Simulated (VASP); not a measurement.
# F in VASP: settings compared

F is run at these levels: PBE, PBEsol; tasks: single point.

Everything below comes from runs of VASP 6.6.1. Logs are shortened: lines on timing, memory, paths and dates and some standing lists are left out, and cuts for length are marked.

## 1. The cell of the first run

It takes space group C2/c (No. 15, monoclinic). Conventional cell: a = 5.213 Å, b = 3.230 Å, c = 6.751 Å, α = 90.00°, β = 94.87°, γ = 90.00°. F (site symmetry 1) has 1 F at 1.44 Å within 1.9 Å.

## 2. Single point, PBE

File INCAR:

```
SYSTEM = F
PREC     = Accurate       ! precision mode
ENCUT    = 910            ! plane-wave cutoff, eV
EDIFF    = 1E-6           ! SCF threshold, eV
ISMEAR   = -1             ! smearing method
SIGMA    = 0.05           ! smearing width, eV
LREAL    = .False.        ! projectors in reciprocal space
LASPH    = .True.         ! aspherical terms in the spheres
NELM     = 120            ! most SCF steps
ALGO     = Normal         ! electronic algorithm
ISIF     = 2              ! what is computed and relaxed
LWAVE    = .False.        ! write WAVECAR
LCHARG   = .True.         ! write CHGCAR
GGA      = PE             ! functional
LELF     = .True.         ! ELF
LVHAR    = .True.       
NBANDS   = 22             ! bands
GGA_COMPAT= .False.
```

File KPOINTS:

```
regular mesh
0
Gamma
  10 10 4
  0 0 0
```

File POSCAR:

```
F
1.0
    2.6064591224     -1.6150944937      0.0000000000
    2.6064591224      1.6150944937      0.0000000000
   -0.5731351795      0.0000000000      6.7271085919
F
4
Direct
    0.9153359700      0.5958328800      0.0979555000
    0.4041671200      0.0846640300      0.4020445000
    0.0846640300      0.4041671200      0.9020445000
    0.5958328800      0.9153359700      0.5979555000
```

Potentials or basis: VASP PAW PBE potentials, release 64 (F_h).

Command:

```bash
$ cat potpaw_PBE.64/F_h/POTCAR > POTCAR
$ mpirun -np 1 vasp_std > vasp.out
```

OUTCAR:

```text
SYSTEM = F
   PREC = Accurate
   ENCUT = 910
   EDIFF = 1E-6
   ISMEAR = -1
   LREAL = .False.
   LASPH = .True.
   NELM = 120
   ISIF = 2
   GGA = PE

 ion  position               nearest neighbor table
   1  0.915  0.596  0.098-   3 1.44
   2  0.404  0.085  0.402-   4 1.44
   3  0.085  0.404  0.902-   1 1.44
   4  0.596  0.915  0.598-   2 1.44

  LATTYP: Found a base centered monoclinic cell.
 ALAT       =     5.2129182448
 B/A-ratio  =     0.6196508051
 C/A-ratio  =     1.2951439236
 COS(beta)  =    -0.0848903102

  Lattice vectors:

 A1 = (   2.6064591224,  -1.6150944937,   0.0000000000)
 A2 = (   2.6064591224,   1.6150944937,   0.0000000000)
 A3 = (  -0.5731351795,   0.0000000000,   6.7271085919)

Analysis of symmetry for initial positions (statically):
=====================================================================
 Subroutine PRICEL returns:
 Original cell was already a primitive cell.

 Routine SETGRP: Setting up the symmetry group for a
 base centered monoclinic supercell.

 Subroutine GETGRP returns: Found  4 space group operations
 (whereof  2 operations were pure point group operations)
 out of a pool of  4 trial point group operations.

The static configuration has the point symmetry S_2 .
 The point group associated with its full space group is C_2h.

Analysis of symmetry for dynamics (positions and initial velocities):
=====================================================================
 Subroutine PRICEL returns:
 Original cell was already a primitive cell.

 Routine SETGRP: Setting up the symmetry group for a
 base centered monoclinic supercell.

 Subroutine GETGRP returns: Found  4 space group operations
 (whereof  2 operations were pure point group operations)
 out of a pool of  4 trial point group operations.

The dynamic configuration has the point symmetry S_2 .
 The point group associated with its full space group is C_2h.

 Subroutine INISYM returns: Found  4 space group operations
 (whereof  2 operations are pure point group operations),
 and found     1 'primitive' translations

----------------------------------------------------------------------------------------

                                     Primitive cell

  volume of cell :      56.6379

  direct lattice vectors                    reciprocal lattice vectors
     2.606459122 -1.615094494  0.000000000     0.191831130 -0.309579410  0.016343600
     2.606459122  1.615094494  0.000000000     0.191831130  0.309579410  0.016343600
    -0.573135180  0.000000000  6.727108592     0.000000000  0.000000000  0.148652276

  length of vectors
     3.066294079  3.066294079  6.751479389     0.364562350  0.364562350  0.148652276

  position of ions in fractional coordinates (direct lattice)
     0.915335970  0.595832880  0.097955500
     0.404167120  0.084664030  0.402044500
     0.084664030  0.404167120  0.902044500
     0.595832880  0.915335970  0.597955500

  ion indices of the primitive-cell ions
   primitive index   ion index
                 1           1
                 2           2
                 3           3
                 4           4

----------------------------------------------------------------------------------------

 KPOINTS: regular mesh

Automatic generation of k-mesh.
 Grid dimensions read from file:
 generate k-points for:   10   10    4

 Generating k-lattice:

  Cartesian coordinates                     Fractional coordinates (reciprocal lattice)
     0.019183113 -0.030957941  0.001634360     0.100000000  0.000000000  0.000000000
     0.019183113  0.030957941  0.001634360     0.000000000  0.100000000  0.000000000
     0.000000000  0.000000000  0.037163069     0.000000000  0.000000000  0.250000000

  Length of vectors
     0.036456235  0.036456235  0.037163069

  Shift w.r.t. Gamma in fractional coordinates (k-lattice)
     0.000000000  0.000000000  0.000000000

 Subroutine IBZKPT returns following result:
 ===========================================

 Found    117 irreducible k-points:

 Following reciprocal coordinates:
            Coordinates               Weight
  0.000000  0.000000  0.000000      1.000000
  0.100000 -0.000000  0.000000      4.000000
  0.200000 -0.000000  0.000000      4.000000
  0.300000 -0.000000  0.000000      4.000000
  0.400000 -0.000000  0.000000      4.000000
  0.500000 -0.000000  0.000000      2.000000
[... 16 lines left out ...]
  0.300000  0.300000  0.000000      2.000000
  0.400000  0.300000  0.000000      4.000000
 [... further k-points ...]
   k-points           NKPTS =    117   k-points in BZ     NKDIM =    117   number of bands    NBANDS=     22
   number of dos      NEDOS =    301   number of ions     NIONS =      4
   total plane-waves  NPLWV =  63000
   dimension x,y,z NGX =    30 NGY =   30 NGZ =   70
   dimension x,y,z NGXF=    60 NGYF=   60 NGZF=  140
   ions per type =               4
   NGX,Y,Z   is equivalent  to a cutoff of  16.27, 16.27, 17.24 a.u.
   NGXF,Y,Z  is equivalent  to a cutoff of  32.53, 32.53, 34.47 a.u.
 SYSTEM =  F
   PREC   = accura    normal or accurate (medium, high low for compatibility)
   ISTART =      0    job   : 0-new  1-cont  2-samecut
   ICHARG =      2    charge: 1-file 2-atom 10-const
   ISPIN  =      1    spin polarized calculation?
   LNONCOLLINEAR =      F non collinear calculations
   LSORBIT =      F    spin-orbit coupling
   LASPH  =      T    aspherical Exc in radial PAW
   ENCUT  =  910.0 eV  66.88 Ry    8.18 a.u.   7.54  7.54 16.61*2*pi/ulx,y,z
   NELM   =    120;   NELMIN=  2; NELMDL= -5     # of ELM steps
   EDIFF  = 0.1E-05   stopping-criterion for ELM
   LREAL  =      F    real-space projection
   EDIFFG = 0.1E-04   stopping-criterion for IOM
   NSW    =      0    number of steps for IOM
   IBRION =     -1    ionic relax: 0-MD 1-quasi-New 2-CG
   NFREE  =      0    steps in history (QN), initial steepest desc. (CG)
   ISIF   =      2    stress and relaxation
   ISYM   =      2    0-nonsym 1-usesym 2-fastsym
   POTIM  = 0.5000    time-step for ionic-motion
   TEBEG  =    0.0;   TEEND  =   0.0 temperature during run
   PSTRESS=    0.0 pullay stress
   NELECT =      28.0000    total number of electrons
   NUPDOWN=      -1.0000    fix difference up-down
   EMIN   =  10.00;   EMAX   =-10.00  energy-range for DOS
   EFERMI =   0.00;   METHOD = LEGACY
   ISMEAR =    -1;   SIGMA  =   0.05  broadening in eV -4-tet -1-fermi 0-gaus
   EFERMI_NEDOS =   21; number of points for ismear=-14 and -15
   IALGO  =     38    algorithm
   IMIX   =      4    mixing-type and parameters
     AMIX     =   0.40;   BMIX     =  1.00
     AMIX_MAG =   1.60;   BMIX_MAG =  1.00
  volume/ion in A,a.u.               =      14.16        95.55
  Fermi-wavevector in a.u.,A,eV,Ry     =   1.294469  2.446192 22.798612  1.675651
  Thomas-Fermi vector in A             =   2.426050
   LORBIT       =      0    0 simple, 1 ext, 2 COOP (PROOUT), +10 PAW based schemes
   GGA     = PE    functional components
   LHFCALC =     F    Hartree Fock is set to
   AEXX    =    0.0000 exact exchange contribution
   IVDW    =     0    specifies the selected vdW correction
   LEPSILON=     F    determine dielectric tensor
   LRPA    =     F    only Hartree local field effects (RPA)
 non-spin polarized calculation
  energy-cutoff  :      910.00
  volume of cell :       56.64
 maximum number of plane-waves:      3556
   NGX = 15   NGY = 15   NGZ = 33

 number of electron      28.0000007 magnetization

 Free energy of the ion-electron system (eV)
  ---------------------------------------------------
  ext. energy  EPLUGINS =         0.00000000
  ---------------------------------------------------
  free energy    TOTEN  =        -7.37878189 eV

  energy without entropy =       -7.37878189  energy(sigma->0) =       -7.37878189

 E-fermi :  -2.8735     XC(G=0):  -8.1996

 val. band max:       -4.0693115687   @ k =   0.0000   0.0000   0.0000
 cond. band min:      -1.5892861134   @ k =   0.0000   0.0000   0.0000
 fundamental gap:      2.4800254553
 Fermi energy:        -2.8734807981

 k-point     1 :       0.0000    0.0000    0.0000
  band No.  band energies     occupation
      1     -28.6498      2.00000
      2     -28.4716      2.00000
      3     -22.9984      2.00000
      4     -22.5293      2.00000
      5     -10.6089      2.00000
      6      -9.6383      2.00000
[... 14 lines left out ...]
     21      16.7058      0.00000
     22      18.5892      0.00000

 k-point     2 :       0.1000   -0.0000    0.0000
  band No.  band energies     occupation
      1     -28.6320      2.00000
      2     -28.4622      2.00000
      3     -22.9827      2.00000
      4     -22.5369      2.00000
      5     -10.5921      2.00000
      6      -9.6632      2.00000
[... 14 lines left out ...]
     21      16.7995      0.00000
     22      17.1748      0.00000

 k-point     3 :       0.2000   -0.0000    0.0000
  band No.  band energies     occupation
      1     -28.5837      2.00000
      2     -28.4384      2.00000
      3     -22.9388      2.00000
      4     -22.5603      2.00000
      5     -10.5421      2.00000
      6      -9.7373      2.00000
[... 14 lines left out ...]
     21      15.6924      0.00000
     22      17.0853      0.00000

 k-point     4 :       0.3000   -0.0000    0.0000
  band No.  band energies     occupation
      1     -28.5191      2.00000
      2     -28.4129      2.00000
      3     -22.8743      2.00000
      4     -22.6000      2.00000
      5     -10.4583      2.00000
      6      -9.8580      2.00000
[... 14 lines left out ...]
     21      15.0475      0.00000
     22      15.5563      0.00000

 k-point     5 :       0.4000   -0.0000    0.0000
  band No.  band energies     occupation
      1     -28.4572      2.00000
      2     -28.4009      2.00000
      3     -22.7996      2.00000
      4     -22.6553      2.00000
      5     -10.3387      2.00000
      6     -10.0152      2.00000
[... 417 lines left out ...]
 k-point    22 :      -0.2000    0.2000    0.0000
  band No.  band energies     occupation
      1     -28.4823      2.00000
      2     -28.4107      2.00000
      3     -22.8298      2.00000
      4     -22.6457      2.00000
      5     -10.3920      2.00000
      6      -9.9635      2.00000
[... 14 lines left out ...]
     21      15.2150      0.00000
     22      15.2567      0.00000

 k-point    23 :       0.3000    0.3000    0.0000
  band No.  band energies     occupation
      1     -28.5320      2.00000
      2     -28.3818      2.00000
      3     -22.8941      2.00000
      4     -22.5019      2.00000
      5     -10.4769      2.00000
      6      -9.6793      2.00000
[... 14 lines left out ...]
     21      15.0461      0.00000
     22      15.8938      0.00000

 k-point    24 :       0.4000    0.3000    0.0000
  band No.  band energies     occupation
      1     -28.4987      2.00000
      2     -28.3621      2.00000
      3     -22.8639      2.00000
      4     -22.5086      2.00000
      5     -10.4338      2.00000
      6      -9.7157      2.00000
[... 14 lines left out ...]
     21      14.1925      0.00000
     22      15.6261      0.00000

 [... further k-points ...]
[... 5 lines left out ...]
  --------------------------------------------------------------------------------------
  -------------------------------------------------------------------------------------
  Total        0.2432879     -0.0728241     -1.5763975      0.0000000      0.0000000      0.0926799
  in kB        6.8821436     -2.0600539    -44.5932408      0.0000000      0.0000000      2.6217367
  external PRESSURE =     -13.2570504 kB  Pullay stress =       0.0000000 kB

 VOLUME and BASIS-vectors are now :
 -----------------------------------------------------------------------------
  energy-cutoff  :      910.00
  volume of cell :       56.64
      direct lattice vectors                 reciprocal lattice vectors
     2.606459122 -1.615094494  0.000000000     0.191831130 -0.309579410  0.016343600
     2.606459122  1.615094494  0.000000000     0.191831130  0.309579410  0.016343600
    -0.573135180  0.000000000  6.727108592     0.000000000  0.000000000  0.148652276

 POSITION                                       TOTAL-FORCE (eV/Angst)
 -----------------------------------------------------------------------------------
      3.88266     -0.51603      0.65896         0.026392     -0.296758     -0.638885
      1.04369     -0.51603      2.70460        -0.026392     -0.296758      0.638885
      0.75712      0.51603      6.06815        -0.026392      0.296758      0.638885
      3.59609      0.51603      4.02251         0.026392      0.296758     -0.638885
 -----------------------------------------------------------------------------------
    total drift:                                0.000000      0.000000     -0.000000

  FREE ENERGIE OF THE ION-ELECTRON SYSTEM (eV)
  ---------------------------------------------------
  free  energy   TOTEN  =        -7.3787818896 eV

  energy  without entropy=       -7.3787818896  energy(sigma->0) =       -7.37878189
```

Run time: 1.7 min. Hardware: 1 thread of Intel Xeon 6975P-C (Granite Rapids), shared host; peak memory 0.37 GiB.

What came out:

| Item | Value |
| --- | --- |
| Free energy | -7.3788 eV |
| Pressure | -1.3 GPa |
| Largest force | 0.705 eV/Å |
| Band gap on the k mesh | 2.48 eV |

Forces on the atoms (eV/Å):
```
F    0.026 -0.297 -0.639
F   -0.026 -0.297  0.639
F   -0.026  0.297  0.639
F    0.026  0.297 -0.639
```

Stress tensor (GPa, compression positive):
```
 0.69  0.00  0.26
 0.00 -0.21  0.00
 0.26  0.00 -4.46
```

Levels at points of the mesh, in eV from the valence-band top:
```csv
k point,band 10,band 11,band 12,band 13,band 14,band 15,band 16,band 17,band 18,band 19
"(0.00, 0.00, 0.00)",-2.84,-0.44,-0.15,-0.05,0.00,2.48,3.51,9.76,12.28,13.31
"(0.50, 0.00, 0.00)",-3.09,-0.56,-0.51,-0.15,-0.12,3.12,3.13,14.51,14.57,16.38
"(0.50, 0.50, 0.00)",-3.12,-0.88,-0.58,-0.27,-0.15,2.76,3.43,14.63,15.48,15.65
"(0.00, 0.00, 0.50)",-2.86,-0.33,-0.33,-0.03,-0.03,2.99,2.99,10.65,10.65,15.90
"(0.50, 0.00, 0.50)",-3.06,-0.48,-0.43,-0.14,-0.04,3.04,3.10,14.80,14.95,15.12
"(0.50, 0.50, 0.50)",-3.19,-0.54,-0.54,-0.40,-0.40,3.10,3.10,15.00,15.00,16.11
```

Caveat: the cutoff is under 1.25 times the usual one of these potentials, so pressure, stress and relaxed cells hold a basis-set (Pulay) error.

## 3. Single point, PBE

This run uses another cell than the first one, of 13.63 Å³/atom.

File INCAR:

```
SYSTEM = F
PREC = Accurate ; ENCUT = 910
EDIFF = 1E-6 ; ISMEAR = -1
SIGMA = 0.05 ; LREAL = .FALSE.
LASPH = .TRUE. ; NELM = 120
ALGO = Normal ; ISIF = 2
LWAVE = .FALSE. ; LCHARG = .FALSE.
GGA = PE ; NBANDS = 22
GGA_COMPAT = .FALSE.
```

File KPOINTS:

```
Automatic mesh
0
G
  10 10 4
  0 0 0
```

File POSCAR:

```
F
1.0
    2.5732522056     -1.5945178010      0.0000000000
    2.5732522056      1.5945178010      0.0000000000
   -0.5658332993      0.0000000000      6.6414036087
F
4
Direct
    0.9153359700      0.5958328800      0.0979555000
    0.4041671200      0.0846640300      0.4020445000
    0.0846640300      0.4041671200      0.9020445000
    0.5958328800      0.9153359700      0.5979555000
```

Potentials or basis: VASP PAW PBE potentials, release 64 (F_h).

Command:

```bash
$ cat potpaw_PBE.64/F_h/POTCAR > POTCAR
$ mpirun -np 1 vasp_std > vasp.out
```

Wall time 1.7 min (1 thread of Intel Xeon 6975P-C (Granite Rapids), shared host); peak memory 0.37 GiB.

The run converged. Its results:

| Property | Result |
| --- | --- |
| Free energy | -7.3692 eV |
| Pressure | 0.7 GPa |
| Largest force | 0.153 eV/Å |
| Band gap on the k mesh | 2.65 eV |

Forces on the atoms (eV/Å):
```
F    0.006 -0.070 -0.136
F   -0.006 -0.070  0.136
F   -0.006  0.070  0.136
F    0.006  0.070 -0.136
```

Stress tensor (GPa, compression positive):
```
 1.09  0.00  0.10
 0.00  1.04  0.00
 0.10  0.00 -0.07
```

Levels at points of the mesh, in eV from the valence-band top:
```tsv
k point	band 11	band 12	band 13	band 14	band 15	band 16	band 17	band 18
(0.00, 0.00, 0.00)	-0.47	-0.17	-0.06	0.00	2.65	3.75	9.84	12.33
(0.50, 0.00, 0.00)	-0.60	-0.55	-0.16	-0.13	3.33	3.34	14.65	14.71
(0.50, 0.50, 0.00)	-0.95	-0.62	-0.29	-0.16	2.95	3.66	14.78	15.64
(0.00, 0.00, 0.50)	-0.35	-0.35	-0.03	-0.03	3.19	3.19	10.75	10.75
(0.50, 0.00, 0.50)	-0.51	-0.47	-0.15	-0.04	3.25	3.31	14.91	15.08
(0.50, 0.50, 0.50)	-0.59	-0.59	-0.43	-0.43	3.31	3.31	15.15	15.15
```

Caveat: the cutoff is under 1.25 times the usual one of these potentials, so pressure, stress and relaxed cells hold a basis-set (Pulay) error; this functional lacks dispersion, which holds the molecules together, so the pressure and a relaxed volume are unreliable.

[end of part 1 of 2]
